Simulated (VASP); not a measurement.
A run of VASP 6.6.1:

Contents of INCAR:

```
PREC = Accurate
ENCUT = 520
EDIFF = 1E-6
ISMEAR = 0
SIGMA = 0.1
LREAL = False
LASPH = True
NELM = 80
ALGO = Normal
ISIF = 2
LWAVE = False
LCHARG = False
LDIPOL = True
IDIPOL = 3
DIPOL = 0.5 0.5 0.491
GGA = PS
NBANDS = 36
```

Contents of KPOINTS:

```
Automatic mesh
0
Gamma
  7 7 1
```

POSCAR

```
In3As3H
1.0
    4.3044884334      0.0000000000      0.0000000000
    0.0000000000      4.3044884334      0.0000000000
    0.0000000000      0.0000000000     26.6093324020
As In H
3 3 1
Direct
    0.0000000000      0.5000000000      0.3194368003
    0.5000000000      0.0000000000      0.4338227201
    0.0000000000      0.5000000000      0.5497638553
    0.5000000000      0.5000000000      0.3766297602
    0.0000000000      0.0000000000      0.4885154898
    0.5000000000      0.5000000000      0.6036461886
    0.5000000000      0.5000000000      0.6686737703
```

Potentials or basis: VASP PAW PBE potentials, release 64 (As, In_d, H).

Command:

```console
$ cat potpaw_PBE.64/As/POTCAR potpaw_PBE.64/In_d/POTCAR potpaw_PBE.64/H/POTCAR > POTCAR
$ mpirun -np 1 vasp_std > vasp.out
```

Hardware: 1 thread of AMD EPYC 9R14 (Zen 4), with other jobs on the host.

Estimate the wall time of this run.

Run time: 5.8 min on 1 thread of AMD EPYC 9R14 (Zen 4) (shared host), peak memory 0.58 GiB. Counts: scf iterations 29, k points 16.
